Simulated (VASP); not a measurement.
Set up this calculation in VASP 6.6.1, as the native input.

```
Task                   : single point
Functional             : PBE
Potentials or basis    : VASP PAW PBE potentials, release 64 (Pd)
Cutoff                 : 520 eV
k mesh                 : 17 × 17 × 17
Occupations            : fermi-dirac, width 0.08 eV
Spin                   : collinear spin
Starting moments       : [0.15] μB
Fixed moment           : 0.15 μB
Dipole correction      : no
Further INCAR settings : ALGO = Normal; EDIFF = 1e-07; NBANDS = 15
```

The structure of Pd lies in POSCAR:

```
Pd
1.0
    0.0000000000      1.9465000000      1.9465000000
    1.9465000000      0.0000000000      1.9465000000
    1.9465000000      1.9465000000      0.0000000000
Pd
1
Direct
    0.0000000000      0.0000000000      0.0000000000
```

One way to write it, as run:

INCAR

```
PREC = Accurate
ENCUT = 520
EDIFF = 1E-7
ISMEAR = -1
SIGMA = 0.08
LREAL = F
LASPH = T
NELM = 150
ALGO = Normal
ISIF = 2
LWAVE = F
LCHARG = F
ISPIN = 2
MAGMOM = 0.15
LORBIT = 11
NUPDOWN = 0.15
LMAXMIX = 4
GGA = PE
NBANDS = 15
```

KPOINTS

```
Automatic mesh
0
Gamma
  17 17 17
```

Potentials or basis: VASP PAW PBE potentials, release 64 (Pd).

The run is started by

```console
$ cat potpaw_PBE.64/Pd/POTCAR > POTCAR
$ mpirun -np 1 vasp_std > vasp.out
```

It gave:

```json
{
  "Pressure": "7.1 GPa",
  "Net moment": "0.15 μB per cell",
  "Site moments": "Pd +0.15 μB",
  "Valence electrons inside the program's atomic spheres": "Pd 9.44"
}
```

Caveat: the cell stands under pressure; the total moment is fixed, so each spin has its own Fermi level.

Wall time 84 s on 1 thread of Intel Xeon 8259CL (shared host), peak memory 0.17 GiB.
